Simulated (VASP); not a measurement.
# P (Cmce) in VASP: a series of runs, part 2 of 2

VASP 6.6.1. Earlier steps stand in the parts before.

**3. Relaxation of cell and atoms, LAK (21.07 Å³/atom)**

This run uses another cell than the first one, of 21.07 Å³/atom.

File POSCAR:

```
P
1.0
    1.6640584735     -5.5191505287      0.0000000000
    1.6640584735      5.5191505287      0.0000000000
    0.0000000000      0.0000000000      4.5886250069
P
4
Direct
    0.9041431300      0.0958568700      0.5888151700
    0.0958568700      0.9041431300      0.4111848300
    0.5958568700      0.4041431300      0.0888151700
    0.4041431300      0.5958568700      0.9111848300
```

File INCAR.step1:

```
SYSTEM = P
METAGGA = LAK
ISMEAR = 0
SIGMA = 0.03
LWAVE = .FALSE.
LCHARG = .FALSE.
NSW = 80
PREC = Accurate
LASPH = .TRUE.
LREAL = .FALSE.
ALGO = Normal
EDIFF = 1E-6
NELM = 120
GGA_COMPAT = .FALSE.
IBRION = 2
ISIF = 3
EDIFFG = -0.002
NELMIN = 4
ENCUT = 680
EFERMI = MIDGAP
LMIXTAU = .TRUE.
KPAR = 8
POTIM = 0.5
```

File INCAR.step4:

```
SYSTEM = P
METAGGA = LAK
ISMEAR = 0
SIGMA = 0.03
LWAVE = .FALSE.
LCHARG = .FALSE.
PREC = Accurate
LASPH = .TRUE.
LREAL = .FALSE.
ALGO = Normal
EDIFF = 1E-6
NELM = 120
GGA_COMPAT = .FALSE.
ISIF = 2
ENCUT = 680
EFERMI = MIDGAP
LMIXTAU = .TRUE.
KPAR = 8
```

File KPOINTS:

```
Automatic mesh
0
Gamma
  9 9 6
  0 0 0
```

Potentials or basis: VASP PAW PBE potentials, release 64 (P).

Command:

```sh
cat potpaw_PBE.64/P/POTCAR > POTCAR
cp INCAR.step1 INCAR
cp POSCAR.step1 POSCAR
mpirun -np 8 vasp_std > vasp.out
cp CONTCAR POSCAR
mpirun -np 8 vasp_std > vasp.out
cp CONTCAR POSCAR
mpirun -np 8 vasp_std > vasp.out
cp CONTCAR POSCAR
cp INCAR.step4 INCAR
mpirun -np 8 vasp_std > vasp.out
```

OUTCAR:

```text
SYSTEM = P
   METAGGA = LAK
   ISMEAR = 0
   PREC = Accurate
   LASPH = .TRUE.
   LREAL = .FALSE.
   EDIFF = 1E-6
   NELM = 120
   ISIF = 2
   ENCUT = 680
   EFERMI = MIDGAP

 ion  position               nearest neighbor table
   1  0.909  0.091  0.595-   4 2.20   4 2.20   2 2.25
   2  0.091  0.909  0.405-   3 2.20   3 2.20   1 2.25
   3  0.591  0.409  0.095-   2 2.20   2 2.20   4 2.25
   4  0.409  0.591  0.905-   1 2.20   1 2.20   3 2.25

  LATTYP: Found a base centered orthorhombic cell.
 ALAT       =     3.3056716771
 B/A-ratio  =     3.4230255532
 C/A-ratio  =     1.4154462795

  Lattice vectors:

 A1 = (   1.6528358386,  -5.6576993107,   0.0000000000)
 A2 = (   1.6528358386,   5.6576993107,   0.0000000000)
 A3 = (   0.0000000000,   0.0000000000,   4.6790006766)

Analysis of symmetry for initial positions (statically):
=====================================================================
 Subroutine PRICEL returns:
 Original cell was already a primitive cell.

 Routine SETGRP: Setting up the symmetry group for a
 base centered orthorhombic supercell.

 Subroutine GETGRP returns: Found  8 space group operations
 (whereof  4 operations were pure point group operations)
 out of a pool of  8 trial point group operations.

The static configuration has the point symmetry C_2h.
 The point group associated with its full space group is D_2h.

Analysis of symmetry for dynamics (positions and initial velocities):
=====================================================================
 Subroutine PRICEL returns:
 Original cell was already a primitive cell.

 Routine SETGRP: Setting up the symmetry group for a
 base centered orthorhombic supercell.

 Subroutine GETGRP returns: Found  8 space group operations
 (whereof  4 operations were pure point group operations)
 out of a pool of  8 trial point group operations.

The dynamic configuration has the point symmetry C_2h.
 The point group associated with its full space group is D_2h.

 Subroutine INISYM returns: Found  8 space group operations
 (whereof  4 operations are pure point group operations),
 and found     1 'primitive' translations

----------------------------------------------------------------------------------------

                                     Primitive cell

  volume of cell :      87.5090

  direct lattice vectors                    reciprocal lattice vectors
     1.652835839 -5.657699311  0.000000000     0.302510381 -0.088375146  0.000000000
     1.652835839  5.657699311  0.000000000     0.302510381  0.088375146  0.000000000
     0.000000000  0.000000000  4.679000677     0.000000000  0.000000000  0.213720850

  length of vectors
     5.894185932  5.894185932  4.679000677     0.315155037  0.315155037  0.213720850

  position of ions in fractional coordinates (direct lattice)
     0.908619088  0.091380912  0.594734681
     0.091380912  0.908619088  0.405265319
     0.591380912  0.408619088  0.094734681
     0.408619088  0.591380912  0.905265319

  ion indices of the primitive-cell ions
   primitive index   ion index
                 1           1
                 2           2
                 3           3
                 4           4
[... 56 lines left out ...]
   total plane-waves  NPLWV = 100000
   dimension x,y,z NGX =    50 NGY =   50 NGZ =   40
   dimension x,y,z NGXF=   100 NGYF=  100 NGZF=   80
   ions per type =               4
   NGX,Y,Z   is equivalent  to a cutoff of  14.10, 14.10, 14.21 a.u.
   NGXF,Y,Z  is equivalent  to a cutoff of  28.21, 28.21, 28.42 a.u.
 SYSTEM =  P
   PREC   = accura    normal or accurate (medium, high low for compatibility)
   ISTART =      0    job   : 0-new  1-cont  2-samecut
   ICHARG =      2    charge: 1-file 2-atom 10-const
   ISPIN  =      1    spin polarized calculation?
   LNONCOLLINEAR =      F non collinear calculations
   LSORBIT =      F    spin-orbit coupling
   LASPH  =      T    aspherical Exc in radial PAW
   ENCUT  =  680.0 eV  49.98 Ry    7.07 a.u.  12.53 12.53  9.95*2*pi/ulx,y,z
   NELM   =    120;   NELMIN=  2; NELMDL=  0     # of ELM steps
   EDIFF  = 0.1E-05   stopping-criterion for ELM
   LREAL  =      F    real-space projection
   EDIFFG = 0.1E-04   stopping-criterion for IOM
   NSW    =      0    number of steps for IOM
   IBRION =     -1    ionic relax: 0-MD 1-quasi-New 2-CG
   NFREE  =      0    steps in history (QN), initial steepest desc. (CG)
   ISIF   =      2    stress and relaxation
   ISYM   =      2    0-nonsym 1-usesym 2-fastsym
   POTIM  = 0.5000    time-step for ionic-motion
   TEBEG  =    0.0;   TEEND  =   0.0 temperature during run

   SCALEE = 1.0000    scale energy and forces
   PSTRESS=    0.0 pullay stress
   NELECT =      20.0000    total number of electrons
   NUPDOWN=      -1.0000    fix difference up-down
   EMIN   =  10.00;   EMAX   =-10.00  energy-range for DOS
   EFERMI =   0.00;   METHOD = MIDGAP
   ISMEAR =     0;   SIGMA  =   0.03  broadening in eV -4-tet -1-fermi 0-gaus
   EFERMI_NEDOS =   21; number of points for ismear=-14 and -15
   IALGO  =     38    algorithm
   IMIX   =      4    mixing-type and parameters
     AMIX     =   0.40;   BMIX     =  1.00
     AMIX_MAG =   1.60;   BMIX_MAG =  1.00
  volume/ion in A,a.u.               =      21.88       147.63
  Fermi-wavevector in a.u.,A,eV,Ry     =   1.000923  1.891470 13.630950  1.001847
  Thomas-Fermi vector in A             =   2.133311
   LORBIT       =      0    0 simple, 1 ext, 2 COOP (PROOUT), +10 PAW based schemes
   METAGGA = LAK    functional components
   LHFCALC =     F    Hartree Fock is set to
   AEXX    =    0.0000 exact exchange contribution
   IVDW    =     0    specifies the selected vdW correction
   LEPSILON=     F    determine dielectric tensor
   LRPA    =     F    only Hartree local field effects (RPA)

   CSHIFT  =0.1000    complex shift for real part using Kramers Kronig

   OMEGAMAX=  -1.0    maximum frequency
 non-spin polarized calculation
 Gauss-broadening in eV      SIGMA  =   0.03
  energy-cutoff  :      680.00
  volume of cell :       87.51
 maximum number of plane-waves:      3552
 NGX is ok and might be reduce to    50
   NGX = 25   NGY = 25   NGZ = 19

 number of electron      20.0000000 magnetization

 Free energy of the ion-electron system (eV)
  ---------------------------------------------------
  ext. energy  EPLUGINS =         0.00000000
  ---------------------------------------------------
  free energy    TOTEN  =       -15.06750943 eV

  energy without entropy =      -15.06750943  energy(sigma->0) =      -15.06750943

 E-fermi :   5.3907     XC(G=0):  -9.3725

 val. band max:        4.9609965896   @ k =  -0.4444   0.4444   0.0000
 cond. band min:       5.8203780492   @ k =  -0.4444   0.4444   0.0000
 fundamental gap:      0.8593814597
 Fermi energy:         5.3906873194

 k-point     1 :       0.0000    0.0000    0.0000
  band No.  band energies     occupation
      1     -11.4902      2.00000
      2      -8.7918      2.00000
      3      -5.3420      2.00000
      4      -1.7783      2.00000
      5      -0.0968      2.00000
      6       0.1906      2.00000
      7       0.7011      2.00000
      8       2.2237      2.00000
      9       2.4163      2.00000
     10       4.0190      2.00000
     11       6.0146      0.00000
     12       6.5847      0.00000
     13       7.4580      0.00000
     14       8.1139      0.00000
[... 377 lines left out ...]
      1     -11.2547      2.00000
      2      -8.8153      2.00000
      3      -5.3635      2.00000
      4      -1.2230      2.00000
      5      -0.6222      2.00000
      6      -0.3056      2.00000
      7      -0.0921      2.00000
      8       1.5329      2.00000
      9       3.5349      2.00000
     10       4.8783      2.00000
     11       5.9114      0.00000
     12       7.3336      0.00000
     13       7.6077      0.00000
     14       8.6832      0.00000

 [... further k-points ...]

------------------------ aborting loop because EDIFF is reached ----------------------------------------

  FORCE on cell =-STRESS in cart. coord.  units (eV):
  Direction    XX          YY          ZZ          XY          YZ          ZX
  --------------------------------------------------------------------------------------
  -------------------------------------------------------------------------------------
  Total        0.0032455     -0.0063234     -0.0044394      0.0000000      0.0000000      0.0000000
  in kB        0.0594204     -0.1157736     -0.0812794      0.0000000      0.0000000      0.0000000
  external PRESSURE =      -0.0458775 kB  Pullay stress =       0.0000000 kB

 VOLUME and BASIS-vectors are now :
 -----------------------------------------------------------------------------
  energy-cutoff  :      680.00
  volume of cell :       87.51
      direct lattice vectors                 reciprocal lattice vectors
     1.652835839 -5.657699311  0.000000000     0.302510381 -0.088375146  0.000000000
     1.652835839  5.657699311  0.000000000     0.302510381  0.088375146  0.000000000
     0.000000000  0.000000000  4.679000677     0.000000000  0.000000000  0.213720850

 POSITION                                       TOTAL-FORCE (eV/Angst)
 -----------------------------------------------------------------------------------
      1.65284     -4.62369      2.78276         0.000000      0.000089     -0.000380
      1.65284      4.62369      1.89624         0.000000     -0.000089      0.000380
      1.65284     -1.03401      0.44326         0.000000     -0.000089     -0.000380
      1.65284      1.03401      4.23574         0.000000      0.000089      0.000380
 -----------------------------------------------------------------------------------
    total drift:                                0.000000      0.000000     -0.000000

  FREE ENERGIE OF THE ION-ELECTRON SYSTEM (eV)
  ---------------------------------------------------
  free  energy   TOTEN  =       -15.0675094294 eV

  energy  without entropy=      -15.0675094294  energy(sigma->0) =      -15.06750943
```

Run time: 31 min. Hardware: 8 MPI ranks of Intel Xeon 6975P-C (Granite Rapids), shared host; peak memory 0.45 GiB.

Results:

| Item | Value |
| --- | --- |
| Free energy | -15.0675 eV |
| Relaxed volume | 21.88 Å³/atom |
| Relaxed cell | a = 5.894 Å, b = 5.894 Å, c = 4.679 Å, α = 90.00°, β = 90.00°, γ = 147.43° |
| Space group after relaxing (to 0.1 Å) | Cmce (No. 64) |
| Energy gained by relaxing | 8.3 meV/atom |
| Ionic steps | 37 |
| Pressure after relaxing | 0.0 GPa |
| Band gap on the k mesh | 0.86 eV |

The path:
```tsv
step	energy change (eV)	largest force (eV/Å)	pressure (GPa)	volume (Å³)
1	0.0000	0.4082	-1.10	84.29
2	-0.0092	0.1262	1.80	82.54
3	-0.0141	0.1071	0.69	83.18
4	-0.0202	0.0630	0.50	83.89
5	-0.0247	0.0772	0.12	85.38
6	-0.0283	0.0144	0.02	85.95
7	-0.0300	0.0984	-0.11	86.77
8	-0.0310	0.0525	-0.03	86.81
9	-0.0312	0.0215	0.03	86.84
10	-0.0317	0.0194	0.04	86.89
11	-0.0326	0.0132	0.06	87.03
12	-0.0325	0.0150	0.12	87.29
13	-0.0329	0.0113	0.09	87.16
14	-0.0329	0.0304	-0.11	87.40
15	-0.0329	0.0087	0.00	87.27
16	-0.0329	0.0099	-0.01	87.28
17	-0.0329	0.0096	0.01	87.32
18	-0.0330	0.0101	0.02	87.33
19	-0.0330	0.0048	0.02	87.39
20	-0.0330	0.0029	0.03	87.47
21	-0.0330	0.0042	0.02	87.49
22	-0.0330	0.0045	-0.03	87.58
23	-0.0330	0.0023	0.01	87.51
24	-0.0330	0.0010	0.00	87.52
25	-0.0330	0.0020	-0.01	87.55
26	-0.0330	0.0012	0.00	87.53
27	-0.0332	0.0004	-0.01	87.53
28	-0.0332	0.0034	0.02	87.51
29	-0.0332	0.0021	0.01	87.52
30	-0.0332	0.0018	0.01	87.52
31	-0.0332	0.0016	0.00	87.53
32	-0.0332	0.0010	-0.01	87.53
33	-0.0332	0.0025	0.02	87.51
34	-0.0332	0.0020	0.01	87.52
35	-0.0332	0.0020	0.01	87.52
36	-0.0332	0.0015	0.01	87.52
37	-0.0332	0.0008	0.01	87.51
```

Final structure:
```
P
1.0
     1.65284   -5.65770    0.00000
     1.65284    5.65770    0.00000
     0.00000    0.00000    4.67900
P
4
Direct
  0.90862 0.09138 0.59473
  0.09138 0.90862 0.40527
  0.59138 0.40862 0.09473
  0.40862 0.59138 0.90527
```

Levels at points of the mesh, in eV from the valence-band top:
```csv
k point,band 7,band 8,band 9,band 10,band 11,band 12,band 13,band 14
"(0.00, 0.00, 0.00)",-4.26,-2.74,-2.54,-0.94,1.05,1.62,2.50,3.15
"(0.00, 0.00, 0.50)",-3.50,-3.50,-1.84,-1.84,2.08,2.08,3.57,3.57
```

Caveat: the PAW data sets were made with another functional, which shifts forces and pressure a little.
